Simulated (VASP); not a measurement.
Input of a VASP 6.6.1 run:

INCAR

```
SYSTEM = HC31N
PREC = Accurate ; ENCUT = 520
EDIFF = 1E-8 ; ISMEAR = -1
SIGMA = 0.01 ; LREAL = .False.
LASPH = .True. ; NELM = 200
ALGO = Normal ; ISIF = 2
LWAVE = .False. ; LCHARG = .False.
ISPIN = 2 ; MAGMOM = 0.01 0.01 0.01 0.01 0.01 0.02 0 0.01 0.23 0.02 0.01 0 0.01 0.01 0.01 0 0 0.01 0 0.01 -0.01 0 0 0 -0.01 0.01 0.01 0 0 0.01 0 0.17 0
LORBIT = 11 ; NUPDOWN = 1.0
GGA = PE ; LEFG = .True.
NELECT = 131.0 ; NBANDS = 91
GGA_COMPAT = .False.
```

File KPOINTS:

```
Automatic mesh
0
Gamma
  2 2 2
  0.5 0.5 0.5
```

The input POSCAR:

```
HC31N
1.0
   -3.5716218665      3.5716218665      3.5716218665
    3.5716218665     -3.5716218665      3.5716218665
    3.5716218665      3.5716218665     -3.5716218665
C N H
31 1 1
Direct
    0.0045232488     -0.0060831272      0.0033010202
    0.0007145575      0.2511727544      0.7394850008
    0.0040569320      0.5036002340      0.5012406857
    0.0021973767      0.7541760594      0.2540617566
    0.2538440145      0.0028484027      0.7498924400
    0.2519023150      0.2554743188      0.5021985296
    0.1828853193      0.4339523950      0.1816688197
    0.2552870200      0.7541621670      0.0009663872
    0.5003579264      0.0360894580      0.4991259606
    0.5034368196      0.2554689836      0.2506664256
    0.5024622855      0.5035981735      0.0028255072
    0.5138408505      0.7525220420      0.7546415130
    0.7511230604      0.0028509674      0.2526113145
    0.7407253514      0.2511763665     -0.0005062220
    0.7548814943      0.5038437772      0.7536539567
    0.7558938765      0.7525053888      0.5125905118
    0.0073883104      0.0010730756      0.7508423164
    0.0003815298      0.2525183523      0.4956120598
   -0.0063744967      0.5033448381      0.2510495875
    0.0023202767      0.7491697168      0.0011008772
    0.2537161887      0.0072862219      0.5010329823
    0.2535743970      0.2465708066      0.2523448286
    0.2522558969      0.5033235689     -0.0075971414
    0.2568218614      0.7538143085      0.7488416864
    0.5022661283      0.0072729031      0.2524720491
    0.4968605600      0.2525276789     -0.0008397197
    0.5048191790      0.5032421223      0.7554359724
    0.7520715486      0.0010747235      0.0061481954
    0.7473676420      0.2547133512      0.7461385959
    0.7566856250      0.5032353543      0.5035868015
    0.7500771217      0.7538264728      0.2556178774
    0.5353777522      0.7480602600      0.5341294055
    0.0139803018      0.2667744185      0.0127870939
```

Potentials or basis: VASP PAW PBE potentials, release 64 (C, N, H).

Launch:

```console
$ cat potpaw_PBE.64/C/POTCAR potpaw_PBE.64/N/POTCAR potpaw_PBE.64/H/POTCAR > POTCAR
$ mpirun -np 1 vasp_std > vasp.out
```

(1) What does it give for the largest force?

Answers

(1) 0.636 eV/Å.

Caveat: the k points lie up to 0.62 Å⁻¹ apart; the cell carries a net charge on a neutralising background, which shifts energy and pressure; without QUAD_EFG the Cq values of the log hold for a quadrupole moment of 1 mb, not for the nuclei; the total moment is fixed, so each spin has its own Fermi level and the state may be an excited one.
